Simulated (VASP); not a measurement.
Set up this calculation in VASP 6.6.1, as the native input.

| Property | Result |
| --- | --- |
| Task | single point |
| Functional | PBE |
| Potentials or basis | VASP PAW PBE potentials, release 64 (Ca_sv, H, C) |
| Cutoff | 520 eV |
| k mesh | 6 × 6 × 2 |
| Occupations | gaussian, width 0.1 eV |
| Spin | collinear spin |
| Starting moments | [0.0, 0.0, 0.0, 0.0, 0.0, 1.0] μB |
| Dipole correction | no |
| Further INCAR settings | ALGO = Normal; EDIFF = 1e-06; NBANDS = 31 |

The structure of Ca3H2C lies in POSCAR:

```
Ca3H2C
1.0
    3.2027543900      0.0000000000      0.0000000000
    0.0000000000      3.2027543900      0.0000000000
    0.0000000000      0.0000000000      9.6082631800
Ca H C
3 2 1
Direct
    0.0000000000      0.0000000000      0.8333333300
    0.0000000000      0.0000000000      0.1666666700
    0.0000000000      0.0000000000      0.5000000000
    0.5000000000      0.5000000000      0.3333333300
    0.5000000000      0.5000000000      0.6666666700
    0.5000000000      0.5000000000      0.0000000000
```

The input as run:

INCAR

```
SYSTEM = Ca3H2C
ALGO = Normal
EDIFF = 1E-6
ENCUT = 520
GGA = PE
ISIF = 2
ISMEAR = 0
ISPIN = 2
LASPH = .True.
LCHARG = .False.
LORBIT = 11
LREAL = .False.
LWAVE = .False.
MAGMOM = 0 0 0 0 0 1
NBANDS = 31
NELM = 150
PREC = Accurate
SIGMA = 0.1
```

KPOINTS

```
k-points
0
Gamma
  6 6 2
  0 0 0
```

Potentials or basis: VASP PAW PBE potentials, release 64 (Ca_sv, H, C).

Command:

```console
$ cat potpaw_PBE.64/Ca_sv/POTCAR potpaw_PBE.64/H/POTCAR potpaw_PBE.64/C/POTCAR > POTCAR
$ mpirun -np 1 vasp_std > vasp.out
```

Results of the run:

```json
{
  "Pressure": "-2.6 GPa",
  "Largest force": "1.702 eV/Å",
  "Band gap on the k mesh": "zero (filled and empty bands overlap)",
  "Net moment": "-0.01 μB per cell",
  "Valence electrons inside the program's atomic spheres": "Ca 8.20, 8.22 (each value once); H 0.47; C 2.14"
}
```

Caveat: forces of over 1 eV/Å act on the atoms, so gaps and moduli don't describe the material at rest.

It took 2.7 min on 1 thread of Intel(R) Xeon(R) Platinum 8259CL CPU @ 2.50GHz (Skylake/Cascade Lake) (shared host), peak memory 0.27 GiB.
